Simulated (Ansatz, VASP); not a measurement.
# ZnSe: VASP beside Ansatz

File INCAR:

```
ALGO = Normal
EDIFF = 1E-6
ENCUT = 520
GGA = PE
ISIF = 2
ISMEAR = 0
LASPH = True
LCHARG = True
LELF = True
LREAL = False
LVHAR = True
LWAVE = False
NBANDS = 16
NELM = 60
PREC = Accurate
SIGMA = 0.05
```

Contents of KPOINTS:

```
k-points
0
Gamma
  12 12 12
```

Contents of POSCAR:

```
ZnSe
1.0
    0.0000000000      2.6477298122      2.6477298122
    2.6477298122      0.0000000000      2.6477298122
    2.6477298122      2.6477298122      0.0000000000
Se Zn
1 1
Direct
    0.0000000000      0.0000000000      0.0000000000
    0.5000000000      0.5000000000      0.5000000000
```

Input for Ansatz:

```yaml
crystal:
  lattice:
    - [0.0, 2.6477298122, 2.6477298122]
    - [2.6477298122, 0.0, 2.6477298122]
    - [2.6477298122, 2.6477298122, 0.0]
  atoms:
    - { symbol: Se, position: [0.0, 0.0, 0.0] }
    - { symbol: Zn, position: [0.5, 0.5, 0.5] }
basis:
  ecutwfc: 420
  ecutrho_ratio: 4
kpoints:
  mp_grid: { grid: [12, 12, 12] }
hamiltonian:
  xc: pbe
scf:
  occupations: { method: gaussian, width: 0.05 }
output:
  forces: true
  stress: true
  eigenvalues: true
```

Alike in both runs: task single point; functional PBE; k mesh 12 × 12 × 12; occupations gaussian, width 0.05 eV; no spin polarisation.

|  | VASP | Ansatz |
| --- | --- | --- |
| version | VASP 6.6.1 | Ansatz 0.2.0 |
| potentials or method | VASP PAW PBE potentials, release 64 (Se, Zn), cutoff 520 eV | scalar-relativistic, plane waves, PAW |
| valence electrons in the cell | 18 | 28 |

|  | VASP | Ansatz | Ansatz less VASP |
| --- | --- | --- | --- |
| gap on the k mesh at the Fermi level (eV) | none | none | - |
| pressure (GPa) | 3.4 | 3.2 | -0.22 |

A gap of «none» marks a metal or a gap that the smearing closes. With one functional, cell and mesh, what is left measures potentials, basis and numerics. VASP's potentials hold 18 valence electrons a cell and Ansatz's 28, so a difference there can come from the potentials and not from the codes.
